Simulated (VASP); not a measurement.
Set up this calculation in VASP 6.6.1, as the native input.

- Task: relaxation of the atoms
- Functional: PBE
- Potentials or basis: VASP PAW PBE potentials, release 64 (Al, In_d, As)
- Cutoff: 520 eV
- k mesh: 6 × 6 × 6
- Occupations: gaussian, width 0.02 eV
- Spin: no spin polarisation
- Dipole correction: no
- Further INCAR settings: ALGO = Normal; EDIFF = 1e-06; IBRION = 2; EDIFFG = -0.01; NSW = 50

The structure of Al3InAs4 lies in POSCAR:

```
Al3InAs4
1.0
    5.7765389536      0.0000000000      0.0000000000
    0.0000000000      5.7765389536      0.0000000000
    0.0000000000      0.0000000000      5.7765389536
Al In As
3 1 4
Direct
    0.5000000000      0.0000000000      0.0000000000
    0.0000000000      0.0000000000      0.5000000000
    0.0000000000      0.5000000000      0.0000000000
    0.5000000000      0.5000000000      0.5000000000
    0.7606310000      0.2393690000      0.7606310000
    0.7606310000      0.7606310000      0.2393690000
    0.2393690000      0.2393690000      0.2393690000
    0.2393690000      0.7606310000      0.7606310000
```

One way to write it, as run:

INCAR

```
PREC = Accurate
ENCUT = 520
EDIFF = 1E-6
ISMEAR = 0
SIGMA = 0.02
LREAL = F
LASPH = T
NELM = 60
ALGO = Normal
ISIF = 2
LWAVE = F
LCHARG = F
GGA = PE
IBRION = 2
NSW = 50
EDIFFG = -0.01
```

KPOINTS

```
regular mesh
0
Gamma
  6 6 6
```

Potentials or basis: VASP PAW PBE potentials, release 64 (Al, In_d, As).

Run with:

```bash
$ cat potpaw_PBE.64/Al/POTCAR potpaw_PBE.64/In_d/POTCAR potpaw_PBE.64/As/POTCAR > POTCAR
$ mpirun -np 1 vasp_std > vasp.out
```

Results of the run:

```yaml
Energy_gained_by_relaxing: 0.0 meV/atom
Ionic_steps: 3
Pressure_after_relaxing: 2.2 GPa
Band_gap_on_the_k_mesh: 1.38 eV
```

Caveat: spin-orbit coupling is left out, which moves the levels of the heavy elements.

Run time: 4.7 min on 1 thread of Oxide Virtual Turin-like Processor, on a shared host, peak memory 0.35 GiB.
